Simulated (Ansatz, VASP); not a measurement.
SnSe in VASP and in Ansatz

```
CELL_PARAMETERS angstrom
0.00000 3.07020 3.01000
2.94980 0.00000 3.01000
2.94980 3.07020 0.00000
ATOMIC_POSITIONS crystal
Sn 0.00000 0.00000 0.00000
Se 0.50000 0.50000 0.50000
```

Change from the starting cell: strain -0.0200 x Voigt [1, -1, 0, 0, 0, 0], atoms carried along.

Alike in both runs: task single point; functional LDA; k mesh 8 × 8 × 8; occupations gaussian, width 0.05 eV; no spin polarisation.

|  | VASP | Ansatz |
| --- | --- | --- |
| version | VASP 6.6.1 | Ansatz 0.2.0 |
| potentials or method | VASP PAW LDA potentials, release 64 (Sn_d, Se), cutoff 520 eV | scalar-relativistic, plane waves, PAW |
| valence electrons in the cell | 20 | 30 |

|  | VASP | Ansatz | Ansatz less VASP |
| --- | --- | --- | --- |
| gap on the k mesh at the Fermi level (eV) | 0.66 | 0.64 | -0.019 |
| least direct gap on the mesh (eV) | 0.66 | 0.64 | -0.019 |
| pressure (GPa) | -3.1 | -3.2 | -0.07 |
| traceless stress, the component that is largest in VASP (GPa) | 2.29 | 2.27 | -0.024 |

LDA's correlation is that of Perdew and Zunger in VASP and of Perdew and Wang (1992) in Ansatz. VASP's potentials hold 20 valence electrons a cell and Ansatz's 30, so a difference there can come from the potentials and not from the codes.
